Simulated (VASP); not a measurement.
# Au (P6_3/mmc) in VASP: single point with PBEsol

Aim: the single point of Au with PBEsol.

Program: VASP 6.6.1. These are calculated values, not measurements. Logs are shortened: lines on timing, memory, paths and dates and some standing lists are left out, and cuts for length are marked.

### Step 1. The cell of the first run

The structure is hexagonal, space group P6_3/mmc (No. 194). The conventional cell has a = 2.987 Å, b = 2.987 Å, c = 4.880 Å, α = 90.00°, β = 90.00°, γ = 120.00°. Within 3.9 Å of Au (site symmetry -6m2) lie 12 Au at 2.99 Å.

### Step 2. Single point, PBEsol (equal xx and yy strain of +3 %)

INCAR

```
  PREC = Accurate
  ENCUT = 520
  EDIFF = 1E-6
  ISMEAR = -1
  SIGMA = 0.03
  LREAL = False
  LASPH = True
  NELM = 60
  ALGO = Normal
  ISIF = 2
  LWAVE = False
  LCHARG = True
  GGA = PS
  LELF = True
  LVHAR = True
  NBANDS = 18
```

KPOINTS

```
regular mesh
0
Gamma
  14 14 8
```

POSCAR

```
Au
1.0
    2.9869983627      0.0000000000      0.0000000000
   -1.4934991814      2.5868164632      0.0000000000
    0.0000000000      0.0000000000      4.8800000000
Au
2
Direct
    0.3333333333      0.6666666667      0.7500000000
    0.6666666667      0.3333333333      0.2500000000
```

Potentials or basis: VASP PAW PBE potentials, release 64 (Au).

Command:

```
$ cat potpaw_PBE.64/Au/POTCAR > POTCAR
$ mpirun -np 1 vasp_std > vasp.out
```

OUTCAR:

```text
PREC = Accurate
   ENCUT = 520
   EDIFF = 1E-6
   ISMEAR = -1
   LREAL = False
   LASPH = True
   NELM = 60
   ISIF = 2
   GGA = PS

 ion  position               nearest neighbor table
   1  0.333  0.667  0.750-   2 2.99   2 2.99   2 2.99   2 2.99   2 2.99   2 2.99
   2  0.667  0.333  0.250-   1 2.99   1 2.99   1 2.99   1 2.99   1 2.99   1 2.99

  LATTYP: Found a hexagonal cell.
 ALAT       =     2.9869983627
 C/A-ratio  =     1.6337471292

  Lattice vectors:

 A1 = (   2.9869983627,   0.0000000000,   0.0000000000)
 A2 = (  -1.4934991814,   2.5868164632,   0.0000000000)
 A3 = (   0.0000000000,   0.0000000000,   4.8800000000)

Analysis of symmetry for initial positions (statically):
=====================================================================
 Subroutine PRICEL returns:
 Original cell was already a primitive cell.

 Routine SETGRP: Setting up the symmetry group for a
 hexagonal supercell.

 Subroutine GETGRP returns: Found 24 space group operations
 (whereof 12 operations were pure point group operations)
 out of a pool of 24 trial point group operations.

The static configuration has the point symmetry D_3d.
 The point group associated with its full space group is D_6h.

Analysis of symmetry for dynamics (positions and initial velocities):
=====================================================================
 Subroutine PRICEL returns:
 Original cell was already a primitive cell.

 Routine SETGRP: Setting up the symmetry group for a
 hexagonal supercell.

 Subroutine GETGRP returns: Found 24 space group operations
 (whereof 12 operations were pure point group operations)
 out of a pool of 24 trial point group operations.

The dynamic configuration has the point symmetry D_3d.
 The point group associated with its full space group is D_6h.

 Subroutine INISYM returns: Found 24 space group operations
 (whereof 12 operations are pure point group operations),
 and found     1 'primitive' translations

----------------------------------------------------------------------------------------

                                     Primitive cell

  volume of cell :      37.7069

  direct lattice vectors                    reciprocal lattice vectors
     2.986998363  0.000000000  0.000000000     0.334784248  0.193287776  0.000000000
    -1.493499181  2.586816463  0.000000000     0.000000000  0.386575551  0.000000000
     0.000000000  0.000000000  4.880000000     0.000000000  0.000000000  0.204918033

  length of vectors
     2.986998363  2.986998363  4.880000000     0.386575551  0.386575551  0.204918033

  position of ions in fractional coordinates (direct lattice)
     0.333333333  0.666666667  0.750000000
     0.666666667  0.333333333  0.250000000

  ion indices of the primitive-cell ions
   primitive index   ion index
                 1           1
                 2           2

----------------------------------------------------------------------------------------

 KPOINTS: regular mesh

Automatic generation of k-mesh.
 Grid dimensions read from file:
 generate k-points for:   14   14    8

 Generating k-lattice:

  Cartesian coordinates                     Fractional coordinates (reciprocal lattice)
     0.023913161  0.013806270  0.000000000     0.071428571  0.000000000  0.000000000
     0.000000000  0.027612539  0.000000000     0.000000000  0.071428571  0.000000000
     0.000000000  0.000000000  0.025614754     0.000000000  0.000000000  0.125000000

  Length of vectors
     0.027612539  0.027612539  0.025614754

  Shift w.r.t. Gamma in fractional coordinates (k-lattice)
     0.000000000  0.000000000  0.000000000

 Subroutine IBZKPT returns following result:
 ===========================================

 Found    120 irreducible k-points:

 Following reciprocal coordinates:
            Coordinates               Weight
  0.000000  0.000000  0.000000      1.000000
  0.071429  0.000000  0.000000      6.000000
  0.142857  0.000000  0.000000      6.000000
  0.214286  0.000000  0.000000      6.000000
  0.285714  0.000000  0.000000      6.000000
  0.357143  0.000000  0.000000      6.000000
[... 16 lines left out ...]
  0.285714  0.285714  0.000000      6.000000
  0.357143  0.285714  0.000000      6.000000
 [... further k-points ...]
   k-points           NKPTS =    120   k-points in BZ     NKDIM =    120   number of bands    NBANDS=     18
   number of dos      NEDOS =    301   number of ions     NIONS =      2
   total plane-waves  NPLWV =  20736
   dimension x,y,z NGX =    24 NGY =   24 NGZ =   36
   dimension x,y,z NGXF=    48 NGYF=   48 NGZF=   72
   ions per type =               2
   NGX,Y,Z   is equivalent  to a cutoff of  13.36, 13.36, 12.26 a.u.
   NGXF,Y,Z  is equivalent  to a cutoff of  26.72, 26.72, 24.53 a.u.
 SYSTEM =  unknown system
   PREC   = accura    normal or accurate (medium, high low for compatibility)
   ISTART =      0    job   : 0-new  1-cont  2-samecut
   ICHARG =      2    charge: 1-file 2-atom 10-const
   ISPIN  =      1    spin polarized calculation?
   LNONCOLLINEAR =      F non collinear calculations
   LSORBIT =      F    spin-orbit coupling
   LASPH  =      T    aspherical Exc in radial PAW
   ENCUT  =  520.0 eV  38.22 Ry    6.18 a.u.   5.55  5.55  9.07*2*pi/ulx,y,z
   NELM   =     60;   NELMIN=  2; NELMDL= -5     # of ELM steps
   EDIFF  = 0.1E-05   stopping-criterion for ELM
   LREAL  =      F    real-space projection
   EDIFFG = 0.1E-04   stopping-criterion for IOM
   NSW    =      0    number of steps for IOM
   IBRION =     -1    ionic relax: 0-MD 1-quasi-New 2-CG
   NFREE  =      0    steps in history (QN), initial steepest desc. (CG)
   ISIF   =      2    stress and relaxation
   ISYM   =      2    0-nonsym 1-usesym 2-fastsym
   POTIM  = 0.5000    time-step for ionic-motion
   TEBEG  =    0.0;   TEEND  =   0.0 temperature during run
   PSTRESS=    0.0 pullay stress
   NELECT =      22.0000    total number of electrons
   NUPDOWN=      -1.0000    fix difference up-down
   EMIN   =  10.00;   EMAX   =-10.00  energy-range for DOS
   EFERMI =   0.00;   METHOD = LEGACY
   ISMEAR =    -1;   SIGMA  =   0.03  broadening in eV -4-tet -1-fermi 0-gaus
   EFERMI_NEDOS =   21; number of points for ismear=-14 and -15
   IALGO  =     38    algorithm
   IMIX   =      4    mixing-type and parameters
     AMIX     =   0.40;   BMIX     =  1.00
     AMIX_MAG =   1.60;   BMIX_MAG =  1.00
  volume/ion in A,a.u.               =      18.85       127.23
  Fermi-wavevector in a.u.,A,eV,Ry     =   1.367967  2.585083 25.461037  1.871333
  Thomas-Fermi vector in A             =   2.493973
   LORBIT       =      0    0 simple, 1 ext, 2 COOP (PROOUT), +10 PAW based schemes
   GGA     = PS    functional components
   LHFCALC =     F    Hartree Fock is set to
   AEXX    =    0.0000 exact exchange contribution
   IVDW    =     0    specifies the selected vdW correction
   LEPSILON=     F    determine dielectric tensor
   LRPA    =     F    only Hartree local field effects (RPA)
 non-spin polarized calculation
  energy-cutoff  :      520.00
  volume of cell :       37.71
 maximum number of plane-waves:      1044
 NGX is ok and might be reduce to    24
   NGX = 11   NGY = 11   NGZ = 19

 number of electron      21.9999997 magnetization

 Free energy of the ion-electron system (eV)
  ---------------------------------------------------
  ext. energy  EPLUGINS =         0.00000000
  ---------------------------------------------------
  free energy    TOTEN  =        -7.65535837 eV

  energy without entropy =       -7.65257497  energy(sigma->0) =       -7.65396667

 E-fermi :   7.5955     XC(G=0): -12.2921

 val. band max:        7.5877350398   @ k =   0.4286   0.0714   0.2500
 cond. band min:       7.5966000223   @ k =   0.4286   0.0714   0.0000
 fundamental gap:      0.0088649825
 Fermi energy:         7.5955274097

 k-point     1 :       0.0000    0.0000    0.0000
  band No.  band energies     occupation
      1      -1.2127      2.00000
      2       1.2216      2.00000
      3       3.5029      2.00000
      4       3.6227      2.00000
      5       3.6227      2.00000
      6       3.9119      2.00000
[... 10 lines left out ...]
     17      24.7050      0.00000
     18      24.7050      0.00000

 k-point     2 :       0.0714    0.0000    0.0000
  band No.  band energies     occupation
      1      -1.0684      2.00000
      2       1.3344      2.00000
      3       3.3938      2.00000
      4       3.7123      2.00000
      5       3.7229      2.00000
      6       3.8693      2.00000
[... 10 lines left out ...]
     17      23.9199      0.00000
     18      24.8755      0.00000

 k-point     3 :       0.1429    0.0000    0.0000
  band No.  band energies     occupation
      1      -0.6499      2.00000
      2       1.6340      2.00000
      3       3.2183      2.00000
      4       3.7186      2.00000
      5       3.9127      2.00000
      6       3.9639      2.00000
[... 10 lines left out ...]
     17      24.3138      0.00000
     18      25.0497      0.00000

 k-point     4 :       0.2143    0.0000    0.0000
  band No.  band energies     occupation
      1      -0.0096      2.00000
      2       1.9569      2.00000
      3       3.1292      2.00000
      4       3.3647      2.00000
      5       3.5919      2.00000
      6       3.9667      2.00000
[... 10 lines left out ...]
     17      23.6117      0.00000
     18      24.2011      0.00000

 k-point     5 :       0.2857    0.0000    0.0000
  band No.  band energies     occupation
      1       0.7236      2.00000
      2       2.0227      2.00000
      3       2.8476      2.00000
      4       3.3114      2.00000
      5       3.6002      2.00000
      6       3.7873      2.00000
[... 10 lines left out ...]
     17      21.9660      0.00000
     18      23.8147      0.00000

 k-point     6 :       0.3571    0.0000    0.0000
  band No.  band energies     occupation
      1       1.3074      2.00000
      2       1.8914      2.00000
      3       2.4557      2.00000
      4       3.6187      2.00000
      5       3.6393      2.00000
      6       3.8787      2.00000
[... 10 lines left out ...]
     17      20.5945      0.00000
     18      22.9672      0.00000

 k-point     7 :       0.4286    0.0000    0.0000
  band No.  band energies     occupation
      1       1.5812      2.00000
      2       1.7590      2.00000
      3       2.2147      2.00000
      4       3.5428      2.00000
      5       3.8877      2.00000
      6       3.9456      2.00000
[... 10 lines left out ...]
     17      19.3971      0.00000
     18      22.4120      0.00000

 k-point     8 :       0.5000    0.0000    0.0000
  band No.  band energies     occupation
      1       1.6591      2.00000
      2       1.6940      2.00000
      3       2.1336      2.00000
      4       3.5094      2.00000
      5       3.8530      2.00000
      6       4.0743      2.00000
[... 10 lines left out ...]
     17      18.8330      0.00000
     18      22.2246      0.00000
[... 229 lines left out ...]
     17      18.9253      0.00000
     18      21.5947      0.00000

 k-point    20 :       0.2143    0.2143    0.0000
  band No.  band energies     occupation
      1       1.7443      2.00000
      2       2.5039      2.00000
      3       2.5869      2.00000
      4       2.7539      2.00000
      5       3.4114      2.00000
      6       3.8464      2.00000
[... 10 lines left out ...]
     17      21.4628      0.00000
     18      21.7143      0.00000

 k-point    21 :       0.2857    0.2143    0.0000
  band No.  band energies     occupation
      1       2.1515      2.00000
      2       2.3081      2.00000
      3       2.4827      2.00000
      4       3.1019      2.00000
      5       3.3738      2.00000
      6       3.8732      2.00000
[... 10 lines left out ...]
     17      20.2611      0.00000
     18      20.5832      0.00000

 k-point    22 :       0.3571    0.2143    0.0000
  band No.  band energies     occupation
      1       2.2052      2.00000
      2       2.2865      2.00000
      3       2.3773      2.00000
      4       3.4036      2.00000
      5       3.4623      2.00000
      6       3.7217      2.00000
[... 10 lines left out ...]
     17      19.0799      0.00000
     18      20.0852      0.00000

 k-point    23 :       0.2857    0.2857    0.0000
  band No.  band energies     occupation
      1       2.2256      2.00000
      2       2.4235      2.00000
      3       2.6752      2.00000
      4       3.1362      2.00000
      5       3.3853      2.00000
      6       3.6973      2.00000
[... 10 lines left out ...]
     17      18.6047      0.00000
     18      19.2618      0.00000

 k-point    24 :       0.3571    0.2857    0.0000
  band No.  band energies     occupation
      1       2.1977      2.00000
      2       2.5583      2.00000
      3       2.6282      2.00000
      4       3.2405      2.00000
      5       3.4425      2.00000
      6       3.5805      2.00000
[... 10 lines left out ...]
     17      18.0720      0.00000
     18      18.3695      0.00000

 [... further k-points ...]
[... 5 lines left out ...]
  --------------------------------------------------------------------------------------
  -------------------------------------------------------------------------------------
  Total       -3.1303228     -3.1303228     -2.9478315      0.0000000      0.0000000      0.0000000
  in kB     -133.0084652   -133.0084652   -125.2543508      0.0000000      0.0000000      0.0000000
  external PRESSURE =    -130.4237604 kB  Pullay stress =       0.0000000 kB

 VOLUME and BASIS-vectors are now :
 -----------------------------------------------------------------------------
  energy-cutoff  :      520.00
  volume of cell :       37.71
      direct lattice vectors                 reciprocal lattice vectors
     2.986998363  0.000000000  0.000000000     0.334784248  0.193287776  0.000000000
    -1.493499181  2.586816463  0.000000000     0.000000000  0.386575551  0.000000000
     0.000000000  0.000000000  4.880000000     0.000000000  0.000000000  0.204918033

 POSITION                                       TOTAL-FORCE (eV/Angst)
 -----------------------------------------------------------------------------------
     -0.00000      1.72454      3.66000         0.000000     -0.000000      0.000000
      1.49350      0.86227      1.22000        -0.000000      0.000000      0.000000
 -----------------------------------------------------------------------------------
    total drift:                                0.000000     -0.000000      0.000000

  FREE ENERGIE OF THE ION-ELECTRON SYSTEM (eV)
  ---------------------------------------------------
  free  energy   TOTEN  =        -7.6553583682 eV

  energy  without entropy=       -7.6525749747  energy(sigma->0) =       -7.65396667
```

It took 33 s on 1 thread of AMD EPYC 9R45 (Zen 5), shared host; peak memory 0.17 GiB.

What came out:

```
Free energy            : -7.6554 eV
Pressure               : -13.0 GPa
Band gap on the k mesh : zero (band 11 reaches 11.10 eV, above the bottom of band 12 at 5.22 eV)
```

Levels at points of the mesh, in eV from the Fermi level:
```
           k point  band 7  band 8  band 9  band 10  band 11  band 12  band 13  band 14  band 15  band 16
(0.00, 0.00, 0.00)   -3.68   -3.25   -3.25    -1.98    -1.98    -0.48     2.60    14.49    16.14    16.66
(0.50, 0.00, 0.00)   -3.25   -1.80   -1.73    -1.62     0.34     1.27     5.72     6.84     7.12     9.75
(0.00, 0.00, 0.50)   -4.04   -4.04   -2.38    -2.38    -2.38    -2.38    10.60    10.60    14.74    14.74
(0.50, 0.00, 0.50)   -2.14   -2.14   -1.69    -1.69     0.67     0.67     3.45     3.45    12.87    12.87
```

Caveat: the cell differs from its parent crystal (equal xx and yy strain of +3 %); the PAW data sets were made with another functional, which shifts forces and pressure a little; spin-orbit coupling is left out, which moves the levels of the heavy elements.
